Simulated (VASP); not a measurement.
# CdS (F-43m) in VASP: a series of runs, part 2 of 2

VASP 6.6.1.

### Step 4. Single point, r2SCAN (23.87 Å³/atom)

This run uses another cell than the first one, of 23.87 Å³/atom.

POSCAR reads:

```
CdS
1.0
    0.0000000000      2.8792778113      2.8792778113
    2.8792778113      0.0000000000      2.8792778113
    2.8792778113      2.8792778113      0.0000000000
Cd S
1 1
Direct
    0.0000000000      0.0000000000      0.0000000000
    0.2500000000      0.2500000000      0.2500000000
```

INCAR.step1 reads:

```
PREC     = Accurate       # precision mode
ENCUT    = 520            # plane-wave cutoff, eV
ISMEAR   = 0              # smearing method
SIGMA    = 0.02           # smearing width, eV
LREAL    = False          # projectors in reciprocal space
LASPH    = True           # aspherical terms in the spheres
NELM     = 100            # most SCF steps
NBANDS   = 16             # bands
GGA      = PE             # functional
ALGO     = Normal         # electronic algorithm
EDIFF    = 1E-4           # SCF threshold, eV
LWAVE    = True           # write WAVECAR
LCHARG   = False          # write CHGCAR
```

INCAR.step2 reads:

```
PREC     = Accurate       # precision mode
ENCUT    = 520            # plane-wave cutoff, eV
EDIFF    = 1E-6           # SCF threshold, eV
ISMEAR   = 0              # smearing method
SIGMA    = 0.02           # smearing width, eV
LREAL    = False          # projectors in reciprocal space
LASPH    = True           # aspherical terms in the spheres
NELM     = 100            # most SCF steps
ALGO     = Normal         # electronic algorithm
ISIF     = 2              # what is computed and relaxed
LWAVE    = False          # write WAVECAR
LCHARG   = False          # write CHGCAR
METAGGA  = R2SCAN         # meta-GGA
LMIXTAU  = True         
NBANDS   = 16             # bands
ISTART   = 1
```

KPOINTS reads:

```
Automatic mesh
0
Gamma
  8 8 8
```

Potentials or basis: VASP PAW PBE potentials, release 64 (Cd, S).

Started as:

```console
$ cat potpaw_PBE.64/Cd/POTCAR potpaw_PBE.64/S/POTCAR > POTCAR
$ cp INCAR.step1 INCAR
$ mpirun -np 1 vasp_std > vasp.out
$ cp INCAR.step2 INCAR
$ mpirun -np 1 vasp_std > vasp.out
```

OUTCAR:

```text
PREC = Accurate
   ENCUT = 520
   EDIFF = 1E-6
   ISMEAR = 0
   LREAL = False
   LASPH = True
   NELM = 100
   ISIF = 2
   METAGGA = R2SCAN
   ISTART = 1

 ion  position               nearest neighbor table
   1  0.000  0.000  0.000-   2 2.49   2 2.49   2 2.49   2 2.49
   2  0.250  0.250  0.250-   1 2.49   1 2.49   1 2.49   1 2.49

  LATTYP: Found a face centered cubic cell.
 ALAT       =     5.7585556226

  Lattice vectors:

 A1 = (   0.0000000000,   2.8792778113,   2.8792778113)
 A2 = (   2.8792778113,   0.0000000000,   2.8792778113)
 A3 = (   2.8792778113,   2.8792778113,   0.0000000000)

Analysis of symmetry for initial positions (statically):
=====================================================================
 Subroutine PRICEL returns:
 Original cell was already a primitive cell.

 Routine SETGRP: Setting up the symmetry group for a
 face centered cubic supercell.

 Subroutine GETGRP returns: Found 24 space group operations
 (whereof 24 operations were pure point group operations)
 out of a pool of 48 trial point group operations.

The static configuration has the point symmetry T_d .

Analysis of symmetry for dynamics (positions and initial velocities):
=====================================================================
 Subroutine PRICEL returns:
 Original cell was already a primitive cell.

 Routine SETGRP: Setting up the symmetry group for a
 face centered cubic supercell.

 Subroutine GETGRP returns: Found 24 space group operations
 (whereof 24 operations were pure point group operations)
 out of a pool of 48 trial point group operations.

The dynamic configuration has the point symmetry T_d .

 Subroutine INISYM returns: Found 24 space group operations
 (whereof 24 operations are pure point group operations),
 and found     1 'primitive' translations

[... 105 lines left out ...]
   NELECT =      18.0000    total number of electrons
   NUPDOWN=      -1.0000    fix difference up-down
   EMIN   =  10.00;   EMAX   =-10.00  energy-range for DOS
   EFERMI =   0.00;   METHOD = LEGACY
   ISMEAR =     0;   SIGMA  =   0.02  broadening in eV -4-tet -1-fermi 0-gaus
   EFERMI_NEDOS =   21; number of points for ismear=-14 and -15
   IALGO  =     38    algorithm
   IMIX   =      4    mixing-type and parameters
     AMIX     =   0.40;   BMIX     =  1.00
     AMIX_MAG =   1.60;   BMIX_MAG =  1.00
  volume/ion in A,a.u.               =      23.87       161.08
  Fermi-wavevector in a.u.,A,eV,Ry     =   1.182693  2.234966 19.031329  1.398763
  Thomas-Fermi vector in A             =   2.318942
   LORBIT       =      0    0 simple, 1 ext, 2 COOP (PROOUT), +10 PAW based schemes
   METAGGA = R2SCAN    functional components
   LHFCALC =     F    Hartree Fock is set to
   AEXX    =    0.0000 exact exchange contribution
   IVDW    =     0    specifies the selected vdW correction
   LEPSILON=     F    determine dielectric tensor
   LRPA    =     F    only Hartree local field effects (RPA)
 non-spin polarized calculation
 Gauss-broadening in eV      SIGMA  =   0.02
  energy-cutoff  :      520.00
  volume of cell :       47.74
 maximum number of plane-waves:      1304
   NGX = 15   NGY = 15   NGZ = 15

 number of electron      18.0000008 magnetization

 Free energy of the ion-electron system (eV)
  ---------------------------------------------------
  ext. energy  EPLUGINS =         0.00000000
  ---------------------------------------------------
  free energy    TOTEN  =       -29.64064136 eV

  energy without entropy =      -29.64064136  energy(sigma->0) =      -29.64064136

 E-fermi :   1.5093     XC(G=0):  -9.9274

 val. band max:        1.3942435259   @ k =   0.0000   0.0000   0.0000
 cond. band min:       3.0748748634   @ k =   0.0000   0.0000   0.0000
 fundamental gap:      1.6806313375
 Fermi energy:         1.5092618298

 k-point     1 :       0.0000    0.0000    0.0000
  band No.  band energies     occupation
      1     -11.7375      2.00000
      2      -6.7269      2.00000
      3      -6.7269      2.00000
      4      -6.7269      2.00000
      5      -6.1532      2.00000
      6      -6.1532      2.00000
[... 433 lines left out ...]
      3      -6.4900      2.00000
      4      -6.1847      2.00000
      5      -6.1231      2.00000
      6      -5.6034      2.00000
[... 8 lines left out ...]
     15      14.3809      0.00000
     16      15.3755      0.00000

 [... further k-points ...]
[... 5 lines left out ...]
  --------------------------------------------------------------------------------------
  -------------------------------------------------------------------------------------
  Total        1.3938399      1.3938399      1.3938399      0.0000000      0.0000000     -0.0000000
  in kB       46.7781193     46.7781193     46.7781193      0.0000000      0.0000000     -0.0000000
  external PRESSURE =      46.7781193 kB  Pullay stress =       0.0000000 kB

 VOLUME and BASIS-vectors are now :
 -----------------------------------------------------------------------------
  energy-cutoff  :      520.00
  volume of cell :       47.74
      direct lattice vectors                 reciprocal lattice vectors
     0.000000000  2.879277811  2.879277811    -0.173654657  0.173654657  0.173654657
     2.879277811  0.000000000  2.879277811     0.173654657 -0.173654657  0.173654657
     2.879277811  2.879277811  0.000000000     0.173654657  0.173654657 -0.173654657

 POSITION                                       TOTAL-FORCE (eV/Angst)
 -----------------------------------------------------------------------------------
      0.00000      0.00000      0.00000        -0.000000     -0.000000     -0.000000
      1.43964      1.43964      1.43964         0.000000      0.000000      0.000000
 -----------------------------------------------------------------------------------
    total drift:                               -0.000003     -0.000003     -0.000003

  FREE ENERGIE OF THE ION-ELECTRON SYSTEM (eV)
  ---------------------------------------------------
  free  energy   TOTEN  =       -29.6406413557 eV

  energy  without entropy=      -29.6406413557  energy(sigma->0) =      -29.64064136
```

OUTCAR.step1:

```text
PREC = Accurate
   ENCUT = 520
   ISMEAR = 0
   LREAL = False
   LASPH = True
[... 677 lines left out ...]
      0.00000      0.00000      0.00000        -0.000000      0.000000      0.000000
      1.43964      1.43964      1.43964         0.000000     -0.000000     -0.000000
 -----------------------------------------------------------------------------------
    total drift:                               -0.000001     -0.000001     -0.000001

  FREE ENERGIE OF THE ION-ELECTRON SYSTEM (eV)
  ---------------------------------------------------
  free  energy   TOTEN  =        -6.0673219587 eV

  energy  without entropy=       -6.0673219587  energy(sigma->0) =       -6.06732196
```

OSZICAR.step1:

```text
N       E                     dE             d eps       ncg     rms          rms(c)
DAV:   1     0.107440624834E+03    0.10744E+03   -0.91922E+03   952   0.104E+03
DAV:   2    -0.264626732943E+01   -0.11009E+03   -0.10376E+03  1160   0.253E+02
DAV:   3    -0.658352117095E+01   -0.39373E+01   -0.39315E+01  1120   0.500E+01
DAV:   4    -0.660748694220E+01   -0.23966E-01   -0.23964E-01  1200   0.385E+00
DAV:   5    -0.660778673614E+01   -0.29979E-03   -0.29979E-03  1120   0.411E-01    0.885E+00
DAV:   6    -0.608788646276E+01    0.51990E+00   -0.81751E-01  1376   0.119E+01    0.698E+00
DAV:   7    -0.606702126343E+01    0.20865E-01   -0.21057E-01  1160   0.315E+00    0.330E+00
DAV:   8    -0.606732262513E+01   -0.30136E-03   -0.20151E-02  1128   0.184E+00    0.344E-01
DAV:   9    -0.606722229594E+01    0.10033E-03   -0.23514E-03  1112   0.749E-01    0.591E-02
DAV:  10    -0.606732195870E+01   -0.99663E-04   -0.24869E-04  1128   0.177E-01
   1 F= -.60673220E+01 E0= -.60673220E+01  d E =-.875726E-29
```

Wall time 51 s (1 thread of AMD EPYC 9R45 (Zen 5), shared host); peak memory 0.15 GiB.

What came out:

```yaml
Free_energy: -29.6406 eV
Pressure: 4.7 GPa
Band_gap_on_the_k_mesh: 1.68 eV
```

Caveat: the cell stands under pressure; the PAW data sets were made with another functional, which shifts forces and pressure a little. r2SCAN opens gaps a little over a GGA but as a rule still falls short of measured ones.

### Step 5. Single point, r2SCAN

This run uses another cell than the first one, of 24.81 Å³/atom.

POSCAR reads:

```
CdS
1.0
    0.0000000000      2.9165000000      2.9165000000
    2.9165000000      0.0000000000      2.9165000000
    2.9165000000      2.9165000000      0.0000000000
Cd S
1 1
Direct
    0.0000000000      0.0000000000      0.0000000000
    0.2500000000      0.2500000000      0.2500000000
```

INCAR.step1 reads:

```
SYSTEM = CdS
  PREC = Accurate
  ENCUT = 520
  ISMEAR = 0
  SIGMA = 0.02
  LREAL = .FALSE.
  LASPH = .TRUE.
  NELM = 60
  NBANDS = 16
  GGA = PE
  ALGO = Normal
  EDIFF = 1E-4
  LWAVE = .TRUE.
  LCHARG = .FALSE.
```

INCAR.step2 reads:

```
SYSTEM = CdS
  PREC = Accurate
  ENCUT = 520
  EDIFF = 1E-6
  ISMEAR = 0
  SIGMA = 0.02
  LREAL = .FALSE.
  LASPH = .TRUE.
  NELM = 60
  ALGO = Normal
  ISIF = 2
  LWAVE = .FALSE.
  LCHARG = .FALSE.
  METAGGA = R2SCAN
  LMIXTAU = .TRUE.
  NBANDS = 16
  ISTART = 1
```

KPOINTS reads:

```
regular mesh
0
G
  8 8 8
  0 0 0
```

Started as:

```console
$ cat potpaw_PBE.64/Cd/POTCAR potpaw_PBE.64/S/POTCAR > POTCAR
$ cp INCAR.step1 INCAR
$ mpirun -np 1 vasp_std > vasp.out
$ cp INCAR.step2 INCAR
$ mpirun -np 1 vasp_std > vasp.out
```

Wall time 52 s (1 thread of AMD EPYC 9R45 (Zen 5), shared host); peak memory 0.16 GiB.

Results (log left out):

| Item | Value |
| --- | --- |
| Free energy | -29.6783 eV |
| Pressure | 1.8 GPa |
| Band gap on the k mesh | 1.59 eV |

Levels at points of the mesh, in eV from the valence-band top:
```
           k point  band 6  band 7  band 8  band 9  band 10  band 11  band 12  band 13
(0.00, 0.00, 0.00)   -7.45    0.00    0.00    0.00     1.59     7.07     7.07     7.07
(0.50, 0.00, 0.00)   -7.07   -4.47   -0.77   -0.77     3.48     7.48     7.48     7.90
(0.50, 0.50, 0.00)   -7.00   -3.98   -1.93   -1.93     3.84     4.76     9.80    11.55
```

Caveat: the PAW data sets were made with another functional, which shifts forces and pressure a little. r2SCAN opens gaps a little over a GGA but as a rule still falls short of measured ones.

### Step 6. The runs side by side

```tsv
cell	gap on the mesh (eV)	pressure (GPa)
a = 3.983 Å, angles 60.0°, 2 atoms	1.83	10.8
a = 4.028 Å, angles 60.0°, 2 atoms	1.75	7.5
a = 4.072 Å, angles 60.0°, 2 atoms	1.68	4.7
a = 4.125 Å, angles 60.0°, 2 atoms	1.59	1.8
```

Alike in all rows: task single point; level r2SCAN; potentials or basis VASP PAW PBE potentials, release 64 (Cd, S); no spin polarisation; k mesh 8 × 8 × 8; cutoff (eV) 520; smearing gaussian 0.02 eV.

Caveats: the PAW data sets were made with another functional, which shifts forces and pressure a little; the cell stands under pressure (at least some runs).

Total energies depend on the potentials used, so only differences within one code and one set of settings carry meaning.
